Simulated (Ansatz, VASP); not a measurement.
## ZnCu: VASP beside Ansatz

File INCAR:

```
PREC = Accurate
ENCUT = 600
EDIFF = 1E-6
ISMEAR = 0
SIGMA = 0.1
LREAL = F
LASPH = T
NELM = 100
ALGO = Normal
ISIF = 3
LWAVE = F
LCHARG = F
IBRION = 2
NSW = 70
EDIFFG = -0.005
```

Contents of KPOINTS:

```
regular mesh
0
Gamma
  14 14 14
```

POSCAR

```
ZnCu
1.0
    2.9631826013      0.0000000000      0.0000000000
    0.0000000000      2.9631826013      0.0000000000
    0.0000000000      0.0000000000      2.9631826013
Zn Cu
1 1
Direct
    0.5000000000      0.5000000000      0.5000000000
    0.0000000000      0.0000000000      0.0000000000
```

Input for Ansatz:

```yaml
crystal:
  lattice:
    - [2.9631826013, 0.0, 0.0]
    - [0.0, 2.9631826013, 0.0]
    - [0.0, 0.0, 2.9631826013]
  atoms:
    - { symbol: Zn, position: [0.5, 0.5, 0.5] }
    - { symbol: Cu, position: [0.0, 0.0, 0.0] }
basis:
  ecutwfc: 420
kpoints:
  mp_grid: { grid: [14, 14, 14] }
hamiltonian:
  xc: lda
scf:
  occupations: { method: gaussian, width: 0.1 }
output:
  forces: true
  stress: true
  eigenvalues: true
relax:
  adjacent_minimum: "off"
  f_tol: 0.005
  max_steps: 50
  cell: { stress_tol: 0.05 }
```

Alike in both runs: task relaxation of cell and atoms; functional LDA; k mesh 14 × 14 × 14; occupations gaussian, width 0.1 eV; no spin polarisation.

|  | VASP | Ansatz |
| --- | --- | --- |
| version | VASP 6.6.1 | Ansatz 0.2.0 |
| potentials or method | VASP PAW LDA potentials, release 64 (Zn, Cu), cutoff 600 eV | scalar-relativistic, plane waves, PAW |
| valence electrons in the cell | 23 | 31 |

Ansatz gave:

| Item | Value |
| --- | --- |
| gap on the k mesh at the Fermi level, each at its own relaxed structure (eV) | none |
| relaxed volume (Å³/atom) | 11.81 |
| relaxed cell length with the largest relative difference (Å) | 2.869 |

Question: Estimate VASP's values.

Answer: gap on the k mesh at the Fermi level, each at its own relaxed structure (eV): none; relaxed volume (Å³/atom): 11.91; relaxed cell length with the largest relative difference (Å): 2.877.

LDA's correlation is that of Perdew and Zunger in VASP and of Perdew and Wang (1992) in Ansatz. A gap of «none» marks a metal or a gap that the smearing closes. VASP's potentials hold 23 valence electrons a cell and Ansatz's 31, so a difference there can come from the potentials and not from the codes.
